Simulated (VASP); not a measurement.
# Ca (P6_3/mmc) in VASP: a series of runs

The runs below take Ca through single point, with PBEsol.

Everything below comes from runs of VASP 6.6.1. Logs are shortened: lines on timing, memory, paths and dates and some standing lists are left out, and cuts for length are marked.

**1. The cell of the first run**

It takes space group P6_3/mmc (No. 194, hexagonal). Conventional cell: a = 3.197 Å, b = 3.197 Å, c = 5.346 Å, α = 90.00°, β = 90.00°, γ = 120.00°. Ca (site symmetry -6m2) has 12 Ca at 3.20 to 3.25 Å within 4.2 Å.

This isn't the form of Ca at room conditions, which is fcc.

**2. Single point, PBEsol (23.66 Å³/atom)**

INCAR reads:

```
SYSTEM = Ca
  PREC = Accurate
  ENCUT = 520
  EDIFF = 1E-7
  ISMEAR = -1
  SIGMA = 0.08
  LREAL = .False.
  LASPH = .True.
  NELM = 100
  ALGO = Normal
  ISIF = 2
  LWAVE = .False.
  LCHARG = .False.
  GGA = PS
  NBANDS = 17
```

KPOINTS reads:

```
regular mesh
0
Gamma
  11 11 6
  0 0 0
```

POSCAR reads:

```
Ca
1.0
    3.1971400701      0.0000000000      0.0000000000
   -1.5985700351      2.7688045202      0.0000000000
    0.0000000000      0.0000000000      5.3456541730
Ca
2
Direct
    0.3333333333      0.6666666667      0.2500000000
    0.6666666667      0.3333333333      0.7500000000
```

Potentials or basis: VASP PAW PBE potentials, release 64 (Ca_sv).

Started as:

```bash
> cat potpaw_PBE.64/Ca_sv/POTCAR > POTCAR
> mpirun -np 1 vasp_std > vasp.out
```

OUTCAR:

```text
SYSTEM = Ca
   PREC = Accurate
   ENCUT = 520
   EDIFF = 1E-7
   ISMEAR = -1
   LREAL = .False.
   LASPH = .True.
   NELM = 100
   ISIF = 2
   GGA = PS

 ion  position               nearest neighbor table
   1  0.333  0.667  0.250-
   2  0.667  0.333  0.750-

  LATTYP: Found a hexagonal cell.
 ALAT       =     3.1971400701
 C/A-ratio  =     1.6720112525

  Lattice vectors:

 A1 = (   3.1971400701,   0.0000000000,   0.0000000000)
 A2 = (  -1.5985700351,   2.7688045202,   0.0000000000)
 A3 = (   0.0000000000,   0.0000000000,   5.3456541730)

Analysis of symmetry for initial positions (statically):
=====================================================================
 Subroutine PRICEL returns:
 Original cell was already a primitive cell.

 Routine SETGRP: Setting up the symmetry group for a
 hexagonal supercell.

 Subroutine GETGRP returns: Found 24 space group operations
 (whereof 12 operations were pure point group operations)
 out of a pool of 24 trial point group operations.

The static configuration has the point symmetry D_3d.
 The point group associated with its full space group is D_6h.

Analysis of symmetry for dynamics (positions and initial velocities):
=====================================================================
 Subroutine PRICEL returns:
 Original cell was already a primitive cell.

 Routine SETGRP: Setting up the symmetry group for a
 hexagonal supercell.

 Subroutine GETGRP returns: Found 24 space group operations
 (whereof 12 operations were pure point group operations)
 out of a pool of 24 trial point group operations.

The dynamic configuration has the point symmetry D_3d.
 The point group associated with its full space group is D_6h.

 Subroutine INISYM returns: Found 24 space group operations
 (whereof 12 operations are pure point group operations),
 and found     1 'primitive' translations

----------------------------------------------------------------------------------------

                                     Primitive cell

  volume of cell :      47.3211

  direct lattice vectors                    reciprocal lattice vectors
     3.197140070  0.000000000  0.000000000     0.312779540  0.180583352  0.000000000
    -1.598570035  2.768804520  0.000000000     0.000000000  0.361166703  0.000000000
     0.000000000  0.000000000  5.345654173     0.000000000  0.000000000  0.187067844

  length of vectors
     3.197140070  3.197140070  5.345654173     0.361166703  0.361166703  0.187067844

  position of ions in fractional coordinates (direct lattice)
     0.333333333  0.666666667  0.250000000
     0.666666667  0.333333333  0.750000000

  ion indices of the primitive-cell ions
   primitive index   ion index
                 1           1
                 2           2

----------------------------------------------------------------------------------------

 KPOINTS: regular mesh

Automatic generation of k-mesh.
 Grid dimensions read from file:
 generate k-points for:   11   11    6

 Generating k-lattice:

  Cartesian coordinates                     Fractional coordinates (reciprocal lattice)
     0.028434504  0.016416668  0.000000000     0.090909091  0.000000000  0.000000000
     0.000000000  0.032833337  0.000000000     0.000000000  0.090909091  0.000000000
     0.000000000  0.000000000  0.031177974     0.000000000  0.000000000  0.166666667

  Length of vectors
     0.032833337  0.032833337  0.031177974

  Shift w.r.t. Gamma in fractional coordinates (k-lattice)
     0.000000000  0.000000000  0.000000000

 Subroutine IBZKPT returns following result:
 ===========================================

 Found     64 irreducible k-points:

 Following reciprocal coordinates:
            Coordinates               Weight
  0.000000  0.000000  0.000000      1.000000
  0.090909 -0.000000  0.000000      6.000000
  0.181818  0.000000  0.000000      6.000000
  0.272727 -0.000000  0.000000      6.000000
  0.363636 -0.000000  0.000000      6.000000
  0.454545  0.000000  0.000000      6.000000
[... 16 lines left out ...]
  0.090909  0.090909  0.166667     12.000000
  0.181818  0.090909  0.166667     24.000000
 [... further k-points ...]
   k-points           NKPTS =     64   k-points in BZ     NKDIM =     64   number of bands    NBANDS=     17
   number of dos      NEDOS =    301   number of ions     NIONS =      2
   total plane-waves  NPLWV =  23040
   dimension x,y,z NGX =    24 NGY =   24 NGZ =   40
   dimension x,y,z NGXF=    48 NGYF=   48 NGZF=   80
   ions per type =               2
   NGX,Y,Z   is equivalent  to a cutoff of  12.48, 12.48, 12.44 a.u.
   NGXF,Y,Z  is equivalent  to a cutoff of  24.96, 24.96, 24.88 a.u.
 SYSTEM =  Ca
   PREC   = accura    normal or accurate (medium, high low for compatibility)
   ISTART =      0    job   : 0-new  1-cont  2-samecut
   ICHARG =      2    charge: 1-file 2-atom 10-const
   ISPIN  =      1    spin polarized calculation?
   LNONCOLLINEAR =      F non collinear calculations
   LSORBIT =      F    spin-orbit coupling
   LASPH  =      T    aspherical Exc in radial PAW
   ENCUT  =  520.0 eV  38.22 Ry    6.18 a.u.   5.94  5.94  9.94*2*pi/ulx,y,z
   NELM   =    100;   NELMIN=  2; NELMDL= -5     # of ELM steps
   EDIFF  = 0.1E-06   stopping-criterion for ELM
   LREAL  =      F    real-space projection
   EDIFFG = 0.1E-05   stopping-criterion for IOM
   NSW    =      0    number of steps for IOM
   IBRION =     -1    ionic relax: 0-MD 1-quasi-New 2-CG
   NFREE  =      0    steps in history (QN), initial steepest desc. (CG)
   ISIF   =      2    stress and relaxation
   ISYM   =      2    0-nonsym 1-usesym 2-fastsym
   POTIM  = 0.5000    time-step for ionic-motion
   TEBEG  =    0.0;   TEEND  =   0.0 temperature during run
   PSTRESS=    0.0 pullay stress
   NELECT =      20.0000    total number of electrons
   NUPDOWN=      -1.0000    fix difference up-down
   EMIN   =  10.00;   EMAX   =-10.00  energy-range for DOS
   EFERMI =   0.00;   METHOD = LEGACY
   ISMEAR =    -1;   SIGMA  =   0.08  broadening in eV -4-tet -1-fermi 0-gaus
   EFERMI_NEDOS =   21; number of points for ismear=-14 and -15
   IALGO  =     38    algorithm
   IMIX   =      4    mixing-type and parameters
     AMIX     =   0.40;   BMIX     =  1.00
     AMIX_MAG =   1.60;   BMIX_MAG =  1.00
  volume/ion in A,a.u.               =      23.66       159.67
  Fermi-wavevector in a.u.,A,eV,Ry     =   1.228570  2.321661 20.536418  1.509384
  Thomas-Fermi vector in A             =   2.363490
   LORBIT       =      0    0 simple, 1 ext, 2 COOP (PROOUT), +10 PAW based schemes
   GGA     = PS    functional components
   LHFCALC =     F    Hartree Fock is set to
   AEXX    =    0.0000 exact exchange contribution
   IVDW    =     0    specifies the selected vdW correction
   LEPSILON=     F    determine dielectric tensor
   LRPA    =     F    only Hartree local field effects (RPA)
 non-spin polarized calculation
  energy-cutoff  :      520.00
  volume of cell :       47.32
 maximum number of plane-waves:      1291
 NGX is ok and might be reduce to    24
   NGX = 11   NGY = 11   NGZ = 19

 number of electron      20.0000002 magnetization

 Free energy of the ion-electron system (eV)
  ---------------------------------------------------
  ext. energy  EPLUGINS =         0.00000000
  ---------------------------------------------------
  free energy    TOTEN  =        -2.67270452 eV

  energy without entropy =       -2.63154049  energy(sigma->0) =       -2.65212250

 E-fermi :   4.6452     XC(G=0):  -9.9027

 val. band max:        4.6263388195   @ k =   0.2727   0.0909   0.0000
 cond. band min:       4.6465603917   @ k =   0.3636   0.2727   0.0000
 fundamental gap:      0.0202215722
 Fermi energy:         4.6451903523

 k-point     1 :       0.0000    0.0000    0.0000
  band No.  band energies     occupation
      1     -36.0009      2.00000
      2     -35.8462      2.00000
      3     -17.5664      2.00000
      4     -16.7540      2.00000
      5     -16.7540      2.00000
      6     -16.6523      2.00000
[... 9 lines left out ...]
     16       8.2658      0.00000
     17       9.1238      0.00000

 k-point     2 :       0.0909   -0.0000    0.0000
  band No.  band energies     occupation
      1     -35.9886      2.00000
      2     -35.8395      2.00000
      3     -17.5399      2.00000
      4     -16.8186      2.00000
      5     -16.7728      2.00000
      6     -16.7190      2.00000
[... 9 lines left out ...]
     16       8.4452      0.00000
     17       8.8435      0.00000

 k-point     3 :       0.1818    0.0000    0.0000
  band No.  band energies     occupation
      1     -35.9550      2.00000
      2     -35.8218      2.00000
      3     -17.4653      2.00000
      4     -16.9921      2.00000
      5     -16.8906      2.00000
      6     -16.8213      2.00000
[... 9 lines left out ...]
     16       8.4434      0.00000
     17       8.5417      0.00000

 k-point     4 :       0.2727   -0.0000    0.0000
  band No.  band energies     occupation
      1     -35.9088      2.00000
      2     -35.8003      2.00000
      3     -17.3561      2.00000
      4     -17.2186      2.00000
      5     -17.1017      2.00000
      6     -16.8818      2.00000
[... 9 lines left out ...]
     16       9.0052      0.00000
     17       9.2932      0.00000

 k-point     5 :       0.3636   -0.0000    0.0000
  band No.  band energies     occupation
      1     -35.8626      2.00000
      2     -35.7837      2.00000
      3     -17.4238      2.00000
      4     -17.2858      2.00000
      5     -17.2351      2.00000
      6     -16.9352      2.00000
[... 9 lines left out ...]
     16       9.9227      0.00000
     17      10.3104      0.00000

 k-point     6 :       0.4545    0.0000    0.0000
  band No.  band energies     occupation
      1     -35.8313      2.00000
      2     -35.7775      2.00000
      3     -17.5437      2.00000
      4     -17.3917      2.00000
      5     -17.1405      2.00000
      6     -16.9661      2.00000
[... 9 lines left out ...]
     16      11.0865      0.00000
     17      11.0974      0.00000

 k-point     7 :       0.0909    0.0909    0.0000
  band No.  band energies     occupation
      1     -35.9657      2.00000
      2     -35.8273      2.00000
      3     -17.4893      2.00000
      4     -16.9230      2.00000
      5     -16.8696      2.00000
      6     -16.7798      2.00000
[... 9 lines left out ...]
     16       8.3259      0.00000
     17       8.7110      0.00000

 k-point     8 :       0.1818    0.0909    0.0000
  band No.  band energies     occupation
      1     -35.9257      2.00000
      2     -35.8077      2.00000
      3     -17.3972      2.00000
      4     -17.1089      2.00000
      5     -17.0439      2.00000
      6     -16.8525      2.00000
[... 9 lines left out ...]
     16       8.5500      0.00000
     17       9.0154      0.00000
[... 203 lines left out ...]
      1     -35.9462      2.00000
      2     -35.8309      2.00000
      3     -17.4258      2.00000
      4     -16.9785      2.00000
      5     -16.9199      2.00000
      6     -16.8125      2.00000
[... 9 lines left out ...]
     16       8.6726      0.00000
     17       8.9349      0.00000

 k-point    20 :       0.2727   -0.0000    0.1667
  band No.  band energies     occupation
      1     -35.9016      2.00000
      2     -35.8076      2.00000
      3     -17.3680      2.00000
      4     -17.1789      2.00000
      5     -17.1120      2.00000
      6     -16.8713      2.00000
[... 9 lines left out ...]
     16       9.2154      0.00000
     17       9.2967      0.00000

 k-point    21 :       0.3636   -0.0000    0.1667
  band No.  band energies     occupation
      1     -35.8573      2.00000
      2     -35.7890      2.00000
      3     -17.4588      2.00000
      4     -17.3281      2.00000
      5     -17.1501      2.00000
      6     -16.9235      2.00000
[... 9 lines left out ...]
     16       9.9693      0.00000
     17      10.1925      0.00000

 k-point    22 :       0.4545    0.0000    0.1667
  band No.  band energies     occupation
      1     -35.8277      2.00000
      2     -35.7811      2.00000
      3     -17.5645      2.00000
      4     -17.4282      2.00000
      5     -17.0859      2.00000
      6     -16.9538      2.00000
[... 9 lines left out ...]
     16      10.6824      0.00000
     17      11.0321      0.00000

 k-point    23 :       0.0909    0.0909    0.1667
  band No.  band energies     occupation
      1     -35.9565      2.00000
      2     -35.8367      2.00000
      3     -17.4444      2.00000
      4     -16.9097      2.00000
      5     -16.8888      2.00000
      6     -16.7895      2.00000
[... 9 lines left out ...]
     16       8.5331      0.00000
     17       9.0389      0.00000

 k-point    24 :       0.1818    0.0909    0.1667
  band No.  band energies     occupation
      1     -35.9179      2.00000
      2     -35.8157      2.00000
      3     -17.3788      2.00000
      4     -17.0937      2.00000
      5     -17.0501      2.00000
      6     -16.8540      2.00000
[... 9 lines left out ...]
     16       8.7530      0.00000
     17       9.2057      0.00000

 [... further k-points ...]

------------------------ aborting loop because EDIFF is reached ----------------------------------------

  FORCE on cell =-STRESS in cart. coord.  units (eV):
  Direction    XX          YY          ZZ          XY          YZ          ZX
  --------------------------------------------------------------------------------------
  -------------------------------------------------------------------------------------
  Total        6.2065310      6.2065310      6.2714761     -0.0000000     -0.0000000      0.0000000
  in kB      210.1380460    210.1380460    212.3369312     -0.0000000     -0.0000000      0.0000000
  external PRESSURE =     210.8710078 kB  Pullay stress =       0.0000000 kB

 VOLUME and BASIS-vectors are now :
 -----------------------------------------------------------------------------
  energy-cutoff  :      520.00
  volume of cell :       47.32
      direct lattice vectors                 reciprocal lattice vectors
     3.197140070  0.000000000  0.000000000     0.312779540  0.180583352  0.000000000
    -1.598570035  2.768804520  0.000000000     0.000000000  0.361166703  0.000000000
     0.000000000  0.000000000  5.345654173     0.000000000  0.000000000  0.187067844

 POSITION                                       TOTAL-FORCE (eV/Angst)
 -----------------------------------------------------------------------------------
     -0.00000      1.84587      1.33641         0.000000     -0.000000      0.000000
      1.59857      0.92293      4.00924        -0.000000      0.000000      0.000000
 -----------------------------------------------------------------------------------
    total drift:                               -0.000000      0.000000      0.000000

  FREE ENERGIE OF THE ION-ELECTRON SYSTEM (eV)
  ---------------------------------------------------
  free  energy   TOTEN  =        -2.6727045176 eV

  energy  without entropy=       -2.6315404889  energy(sigma->0) =       -2.65212250
```

It took 22 s on 1 thread of AMD EPYC 9R45 (Zen 5), shared host; peak memory 0.15 GiB.

What came out:

* Free energy: -2.6727 eV
* Pressure: 21.1 GPa
* Band gap on the k mesh: zero (bands 10 and 11 overlap by 0.47 eV)

Caveat: the cell stands under pressure; the PAW data sets were made with another functional, which shifts forces and pressure a little.

(Continued in part 2 of 3.)

The gap in the log of VASP goes by the Fermi energy; the results here count the filled bands.